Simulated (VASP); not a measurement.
Write the native input for VASP 6.6.1 that does the following.

- Task: single point
- Functional: PBE
- Potentials or basis: VASP PAW PBE potentials, release 64 (Mg, Ge_d, N)
- Cutoff: 520 eV
- k mesh: 12 × 12 × 4
- Occupations: gaussian, width 0.1 eV
- Spin: no spin polarisation
- Dipole correction: no
- Further INCAR settings: ALGO = Normal; EDIFF = 1e-07; NBANDS = 26

The structure of Mg2GeN3 lies in POSCAR:

```
Mg2GeN3
1.0
    2.9134738669      0.0000000000      0.0000000000
   -1.4567369335      2.5231423820      0.0000000000
    0.0000000000      0.0000000000      7.4729437229
Mg Ge N
2 1 3
Direct
    0.3333333333      0.6666666667      0.6686749529
    0.6666666667      0.3333333333      0.3313250471
    0.0000000000      0.0000000000      0.0000000000
    0.3333333333      0.6666666667      0.1469202168
    0.6666666667      0.3333333333      0.8530797832
    0.0000000000      0.0000000000      0.5000000000
```

This cell differs from its parent crystal: volume scaled by 0.91, then relaxed in part.

The input as run:

INCAR

```
PREC     = Accurate       # precision mode
ENCUT    = 520            # plane-wave cutoff, eV
EDIFF    = 1E-7           # SCF threshold, eV
ISMEAR   = 0              # smearing method
SIGMA    = 0.1            # smearing width, eV
LREAL    = F              # projectors in reciprocal space
LASPH    = T              # aspherical terms in the spheres
NELM     = 80             # most SCF steps
ALGO     = Normal         # electronic algorithm
ISIF     = 2              # what is computed and relaxed
LWAVE    = F              # write WAVECAR
LCHARG   = T              # write CHGCAR
GGA      = PE             # functional
LELF     = T              # ELF
LVHAR    = T            
NBANDS   = 26             # bands
```

KPOINTS

```
regular mesh
0
Gamma
  12 12 4
```

Potentials or basis: VASP PAW PBE potentials, release 64 (Mg, Ge_d, N).

Launch:

```sh
$ cat potpaw_PBE.64/Mg/POTCAR potpaw_PBE.64/Ge_d/POTCAR potpaw_PBE.64/N/POTCAR > POTCAR
$ mpirun -np 1 vasp_std > vasp.out
```

Results of the run:

The pressure is 18.1 GPa and the largest force is 0.032 eV/Å.

Run time: 2.2 min on 1 thread of Intel(R) Xeon(R) 6975P-C (Granite Rapids) (shared host), peak memory 0.24 GiB.
